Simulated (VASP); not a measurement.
Input of a VASP 6.6.1 run:

File INCAR:

```
PREC = Accurate
ENCUT = 520
EDIFF = 1E-6
ISMEAR = -1
SIGMA = 0.08
LREAL = F
LASPH = T
NELM = 60
ALGO = Normal
ISIF = 2
LWAVE = F
LCHARG = F
GGA = PE
NBANDS = 21
```

KPOINTS

```
regular mesh
0
Gamma
  14 14 8
```

POSCAR

```
Pb
1.0
    3.4800006906      0.0000000000      0.0000000000
   -1.7400003453      3.0137690032      0.0000000000
    0.0000000000      0.0000000000      5.5900000000
Pb
2
Direct
    0.3333333333      0.6666666667      0.2500000000
    0.7241379197      0.3333333333      0.7500000000
```

Potentials or basis: VASP PAW PBE potentials, release 64 (Pb_d).

The run is started by

```console
$ cat potpaw_PBE.64/Pb_d/POTCAR > POTCAR
$ mpirun -np 1 vasp_std > vasp.out
```

Question: Estimate the pressure.

Answer: 4.1 GPa.

Question: Estimate the band gap on the k mesh.

Answer: Zero (bands 14 and 15 overlap by 7.26 eV).

Question: Predict the largest force.

Answer: 0.077 eV/Å.

Stress tensor (GPa, compression positive):
```
3.33 0.32 0.00
0.32 3.41 0.00
0.00 0.00 5.53
```

Caveat: the cell differs from its parent crystal (atom 2 (Pb) moved by [0.2, 0.0, 0.0] A); the cell stands under pressure; spin-orbit coupling is left out, which moves the levels of the heavy elements.
